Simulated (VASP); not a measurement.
# NaI in VASP: notebook

Aim: see how the results for NaI move with the level of theory and the settings. Levels: PBE, PBEsol. Tasks: single point.

Program: VASP 6.6.1. These are calculated values, not measurements. Logs are shortened: lines on timing, memory, paths and dates and some standing lists are left out, and cuts for length are marked.

## Step 1: The cell of the first run

The structure is tetragonal, space group I4mm (No. 107). The conventional cell has a = 4.577 Å, b = 4.577 Å, c = 6.473 Å, α = 90.00°, β = 90.00°, γ = 90.00°. Na (site symmetry 4mm) has 6 I at 3.12 to 3.36 Å within 4.1 Å. Within 4.1 Å of I (site symmetry 4mm) lie 6 Na at 3.12 to 3.36 Å.

## Step 2: Single point, PBE (atom 2 (I) moved by [0.0, 0.0, 0.12] A)

INCAR

```
  PREC = Accurate
  ENCUT = 520
  EDIFF = 1E-7
  ISMEAR = -1
  SIGMA = 0.01
  LREAL = False
  LASPH = True
  NELM = 60
  ALGO = Normal
  ISIF = 2
  LWAVE = False
  LCHARG = False
  GGA = PE
  NBANDS = 14
```

KPOINTS

```
Automatic mesh
0
Gamma
  7 7 7
```

POSCAR

```
NaI
1.0
    0.0000000000      3.2364000000      3.2364000000
    3.2364000000      0.0000000000      3.2364000000
    3.2364000000      3.2364000000      0.0000000000
Na I
1 1
Direct
    0.0000000000      0.0000000000      0.0000000000
    0.5185391175      0.5185391175      0.4814608825
```

Potentials or basis: VASP PAW PBE potentials, release 64 (Na_pv, I).

Launch:

```bash
cat potpaw_PBE.64/Na_pv/POTCAR potpaw_PBE.64/I/POTCAR > POTCAR
mpirun -np 1 vasp_std > vasp.out
```

OUTCAR:

```text
PREC = Accurate
   ENCUT = 520
   EDIFF = 1E-7
   ISMEAR = -1
   LREAL = False
   LASPH = True
   NELM = 60
   ISIF = 2
   GGA = PE

 ion  position               nearest neighbor table
   1  0.000  0.000  0.000-   2 3.12
   2  0.519  0.519  0.481-   1 3.12

  LATTYP: Found a face centered cubic cell.
 ALAT       =     6.4728000000

  Lattice vectors:

 A1 = (   0.0000000000,   3.2364000000,   3.2364000000)
 A2 = (   3.2364000000,   0.0000000000,   3.2364000000)
 A3 = (   3.2364000000,   3.2364000000,   0.0000000000)

Analysis of symmetry for initial positions (statically):
=====================================================================
 Subroutine PRICEL returns:
 Original cell was already a primitive cell.

 Routine SETGRP: Setting up the symmetry group for a
 face centered cubic supercell.

 Subroutine GETGRP returns: Found  8 space group operations
 (whereof  8 operations were pure point group operations)
 out of a pool of 48 trial point group operations.

The static configuration has the point symmetry C_4v.

Analysis of symmetry for dynamics (positions and initial velocities):
=====================================================================
 Subroutine PRICEL returns:
 Original cell was already a primitive cell.

 Routine SETGRP: Setting up the symmetry group for a
 face centered cubic supercell.

 Subroutine GETGRP returns: Found  8 space group operations
 (whereof  8 operations were pure point group operations)
 out of a pool of 48 trial point group operations.

The dynamic configuration has the point symmetry C_4v.

 Subroutine INISYM returns: Found  8 space group operations
 (whereof  8 operations are pure point group operations),
 and found     1 'primitive' translations

----------------------------------------------------------------------------------------

                                     Primitive cell

  volume of cell :      67.7980

  direct lattice vectors                    reciprocal lattice vectors
     0.000000000  3.236400000  3.236400000    -0.154492646  0.154492646  0.154492646
     3.236400000  0.000000000  3.236400000     0.154492646 -0.154492646  0.154492646
     3.236400000  3.236400000  0.000000000     0.154492646  0.154492646 -0.154492646

  length of vectors
     4.576960773  4.576960773  4.576960773     0.267589113  0.267589113  0.267589113

  position of ions in fractional coordinates (direct lattice)
     0.000000000  0.000000000  0.000000000
     0.518539117  0.518539117  0.481460883

  ion indices of the primitive-cell ions
   primitive index   ion index
                 1           1
                 2           2

----------------------------------------------------------------------------------------

 KPOINTS: Automatic mesh

Automatic generation of k-mesh.
 Grid dimensions read from file:
 generate k-points for:    7    7    7

 Generating k-lattice:

  Cartesian coordinates                     Fractional coordinates (reciprocal lattice)
    -0.022070378  0.022070378  0.022070378     0.142857143  0.000000000  0.000000000
     0.022070378 -0.022070378  0.022070378     0.000000000  0.142857143  0.000000000
     0.022070378  0.022070378 -0.022070378     0.000000000  0.000000000  0.142857143

  Length of vectors
     0.038227016  0.038227016  0.038227016

  Shift w.r.t. Gamma in fractional coordinates (k-lattice)
     0.000000000  0.000000000  0.000000000

 Subroutine IBZKPT returns following result:
 ===========================================

 Found     40 irreducible k-points:

 Following reciprocal coordinates:
            Coordinates               Weight
  0.000000  0.000000  0.000000      1.000000
  0.142857  0.000000  0.000000      8.000000
  0.285714  0.000000  0.000000      8.000000
  0.428571  0.000000  0.000000      8.000000
  0.142857  0.142857  0.000000      2.000000
  0.000000  0.142857  0.142857      4.000000
[... 16 lines left out ...]
 -0.285714  0.285714  0.000000      4.000000
  0.000000 -0.285714  0.285714      8.000000
 [... further k-points ...]
   k-points           NKPTS =     40   k-points in BZ     NKDIM =     40   number of bands    NBANDS=     14
   number of dos      NEDOS =    301   number of ions     NIONS =      2
   total plane-waves  NPLWV =  46656
   dimension x,y,z NGX =    36 NGY =   36 NGZ =   36
   dimension x,y,z NGXF=    72 NGYF=   72 NGZF=   72
   ions per type =               1   1
   NGX,Y,Z   is equivalent  to a cutoff of  13.08, 13.08, 13.08 a.u.
   NGXF,Y,Z  is equivalent  to a cutoff of  26.15, 26.15, 26.15 a.u.
 SYSTEM =  unknown system
   PREC   = accura    normal or accurate (medium, high low for compatibility)
   ISTART =      0    job   : 0-new  1-cont  2-samecut
   ICHARG =      2    charge: 1-file 2-atom 10-const
   ISPIN  =      1    spin polarized calculation?
   LNONCOLLINEAR =      F non collinear calculations
   LSORBIT =      F    spin-orbit coupling
   LASPH  =      T    aspherical Exc in radial PAW
   ENCUT  =  520.0 eV  38.22 Ry    6.18 a.u.   8.51  8.51  8.51*2*pi/ulx,y,z
   NELM   =     60;   NELMIN=  2; NELMDL= -5     # of ELM steps
   EDIFF  = 0.1E-06   stopping-criterion for ELM
   LREAL  =      F    real-space projection
   EDIFFG = 0.1E-05   stopping-criterion for IOM
   NSW    =      0    number of steps for IOM
   IBRION =     -1    ionic relax: 0-MD 1-quasi-New 2-CG
   NFREE  =      0    steps in history (QN), initial steepest desc. (CG)
   ISIF   =      2    stress and relaxation
   ISYM   =      2    0-nonsym 1-usesym 2-fastsym
   POTIM  = 0.5000    time-step for ionic-motion
   TEBEG  =    0.0;   TEEND  =   0.0 temperature during run
   PSTRESS=    0.0 pullay stress
   NELECT =      14.0000    total number of electrons
   NUPDOWN=      -1.0000    fix difference up-down
   EMIN   =  10.00;   EMAX   =-10.00  energy-range for DOS
   EFERMI =   0.00;   METHOD = LEGACY
   ISMEAR =    -1;   SIGMA  =   0.01  broadening in eV -4-tet -1-fermi 0-gaus
   EFERMI_NEDOS =   21; number of points for ismear=-14 and -15
   IALGO  =     38    algorithm
   IMIX   =      4    mixing-type and parameters
     AMIX     =   0.40;   BMIX     =  1.00
     AMIX_MAG =   1.60;   BMIX_MAG =  1.00
  volume/ion in A,a.u.               =      33.90       228.76
  Fermi-wavevector in a.u.,A,eV,Ry     =   0.967636  1.828567 12.739397  0.936319
  Thomas-Fermi vector in A             =   2.097538
   LORBIT       =      0    0 simple, 1 ext, 2 COOP (PROOUT), +10 PAW based schemes
   GGA     = PE    functional components
   LHFCALC =     F    Hartree Fock is set to
   AEXX    =    0.0000 exact exchange contribution
   IVDW    =     0    specifies the selected vdW correction
   LEPSILON=     F    determine dielectric tensor
   LRPA    =     F    only Hartree local field effects (RPA)
 non-spin polarized calculation
  energy-cutoff  :      520.00
  volume of cell :       67.80
 maximum number of plane-waves:      1841
 NGX is ok and might be reduce to    36
   NGX = 17   NGY = 17   NGZ = 17

 number of electron      13.9999992 magnetization

 Free energy of the ion-electron system (eV)
  ---------------------------------------------------
  ext. energy  EPLUGINS =         0.00000000
  ---------------------------------------------------
  free energy    TOTEN  =        -5.37842669 eV

  energy without entropy =       -5.37842669  energy(sigma->0) =       -5.37842669

 E-fermi :   1.0629     XC(G=0):  -7.7026

 val. band max:        0.8057871261   @ k =   0.0000   0.0000   0.0000
 cond. band min:       4.4490778381   @ k =   0.0000   0.0000   0.0000
 fundamental gap:      3.6432907120
 Fermi energy:         1.0628591002

 k-point     1 :       0.0000    0.0000    0.0000
  band No.  band energies     occupation
      1     -21.6289      2.00000
      2     -21.6284      2.00000
      3     -21.6284      2.00000
      4     -10.2125      2.00000
      5       0.8002      2.00000
      6       0.8058      2.00000
      7       0.8058      2.00000
      8       4.4491      0.00000
      9       8.7353      0.00000
     10       8.7353      0.00000
     11       8.7414      0.00000
     12      10.5569      0.00000
     13      10.5707      0.00000
     14      11.2348      0.00000

 k-point     2 :       0.1429    0.0000    0.0000
  band No.  band energies     occupation
      1     -21.6297      2.00000
      2     -21.6287      2.00000
      3     -21.6285      2.00000
      4     -10.1571      2.00000
      5       0.2304      2.00000
      6       0.7455      2.00000
      7       0.7491      2.00000
      8       5.0925      0.00000
      9       8.3119      0.00000
     10       8.9099      0.00000
     11       8.9151      0.00000
     12      10.0788      0.00000
     13      10.0929      0.00000
     14      11.7076      0.00000

 k-point     3 :       0.2857    0.0000    0.0000
  band No.  band energies     occupation
      1     -21.6319      2.00000
      2     -21.6289      2.00000
      3     -21.6286      2.00000
      4     -10.0267      2.00000
      5      -0.7024      2.00000
      6       0.6252      2.00000
      7       0.6286      2.00000
      8       5.8444      0.00000
      9       8.4662      0.00000
     10       8.6562      0.00000
     11       8.6723      0.00000
     12      10.6226      0.00000
     13      10.6323      0.00000
     14      11.0821      0.00000
[... 324 lines left out ...]
 k-point    23 :      -0.2857    0.2857    0.0000
  band No.  band energies     occupation
      1     -21.6322      2.00000
      2     -21.6312      2.00000
      3     -21.6290      2.00000
      4      -9.8688      2.00000
      5      -0.8859      2.00000
      6      -0.3775      2.00000
      7       0.4275      2.00000
      8       6.8169      0.00000
      9       7.8280      0.00000
     10       8.4683      0.00000
     11       9.1225      0.00000
     12      10.8454      0.00000
     13      11.6131      0.00000
     14      14.0427      0.00000

 k-point    24 :       0.0000   -0.2857    0.2857
  band No.  band energies     occupation
      1     -21.6324      2.00000
      2     -21.6307      2.00000
      3     -21.6292      2.00000
      4      -9.8688      2.00000
      5      -0.8873      2.00000
      6      -0.3747      2.00000
      7       0.4251      2.00000
      8       6.8167      0.00000
      9       7.8174      0.00000
     10       8.4709      0.00000
     11       9.1364      0.00000
     12      10.8516      0.00000
     13      11.6138      0.00000
     14      14.0802      0.00000

 [... further k-points ...]
[... 5 lines left out ...]
  --------------------------------------------------------------------------------------
  -------------------------------------------------------------------------------------
  Total        0.1753370      0.1753370      0.2918329      0.0000000      0.0000000      0.0000000
  in kB        4.1435031      4.1435031      6.8964926      0.0000000      0.0000000      0.0000000
  external PRESSURE =       5.0611662 kB  Pullay stress =       0.0000000 kB

 VOLUME and BASIS-vectors are now :
 -----------------------------------------------------------------------------
  energy-cutoff  :      520.00
  volume of cell :       67.80
      direct lattice vectors                 reciprocal lattice vectors
     0.000000000  3.236400000  3.236400000    -0.154492646  0.154492646  0.154492646
     3.236400000  0.000000000  3.236400000     0.154492646 -0.154492646  0.154492646
     3.236400000  3.236400000  0.000000000     0.154492646  0.154492646 -0.154492646

 POSITION                                       TOTAL-FORCE (eV/Angst)
 -----------------------------------------------------------------------------------
      0.00000      0.00000      0.00000         0.000000      0.000000      0.113578
      3.23640      3.23640      3.35640         0.000000      0.000000     -0.113578
 -----------------------------------------------------------------------------------
    total drift:                                0.000000      0.000000     -0.000108

  FREE ENERGIE OF THE ION-ELECTRON SYSTEM (eV)
  ---------------------------------------------------
  free  energy   TOTEN  =        -5.3784266930 eV

  energy  without entropy=       -5.3784266930  energy(sigma->0) =       -5.37842669
```

Run time: 23 s. Hardware: 1 thread of AMD EPYC 9R45 (Zen 5), shared host; peak memory 0.19 GiB.

What came out:

```yaml
Free_energy: -5.3784 eV
Pressure: 0.5 GPa
Largest_force: 0.114 eV/Å
Band_gap_on_the_k_mesh: 3.64 eV
```

Forces in eV/Å, atoms in the order of the input:
```
Na   0.000  0.000  0.114
I    0.000  0.000 -0.114
```

Stress tensor (GPa, compression positive):
```
0.41 0.00 0.00
0.00 0.41 0.00
0.00 0.00 0.69
```

Caveat: the cell differs from its parent crystal (atom 2 (I) moved by [0.0, 0.0, 0.12] A); spin-orbit coupling is left out, which moves the levels of the heavy elements.

## Step 3: Single point, PBEsol

INCAR

```
PREC = Accurate
ENCUT = 520
EDIFF = 1E-7
ISMEAR = -1
SIGMA = 0.01
LREAL = False
LASPH = True
NELM = 60
ALGO = Normal
ISIF = 2
LWAVE = False
LCHARG = False
GGA = PS
NBANDS = 14
```

KPOINTS is that of step 2.

POSCAR: that of step 2 with these lines changed.

```diff
@@ -9,2 +9,2 @@
     0.0000000000      0.0000000000      0.0000000000
-    0.5185391175      0.5185391175      0.4814608825
+    0.5000000000      0.5000000000      0.5000000000
```

Potentials or basis: VASP PAW PBE potentials, release 64 (Na_pv, I).

Launch:

```bash
cat potpaw_PBE.64/Na_pv/POTCAR potpaw_PBE.64/I/POTCAR > POTCAR
mpirun -np 1 vasp_std > vasp.out
```

Wall time 27 s (1 thread of Intel Xeon Platinum 8259CL at 2.50GHz (Skylake/Cascade Lake), shared host); peak memory 0.2 GiB.

It converged, with:

```yaml
Free_energy: -5.6668 eV
Pressure: -0.5 GPa
Band_gap_on_the_k_mesh: 3.51 eV
```

Levels at points of the mesh, in eV from the valence-band top:
| k point | band 5 | band 6 | band 7 | band 8 | band 9 | band 10 |
| --- | --- | --- | --- | --- | --- | --- |
| (0.00, 0.00, 0.00) | 0.00 | 0.00 | 0.00 | 3.51 | 7.85 | 7.85 |

Caveat: the PAW data sets were made with another functional, which shifts forces and pressure a little; spin-orbit coupling is left out, which moves the levels of the heavy elements. PBEsol gaps usually lie below the measured ones, often by a third to a half.
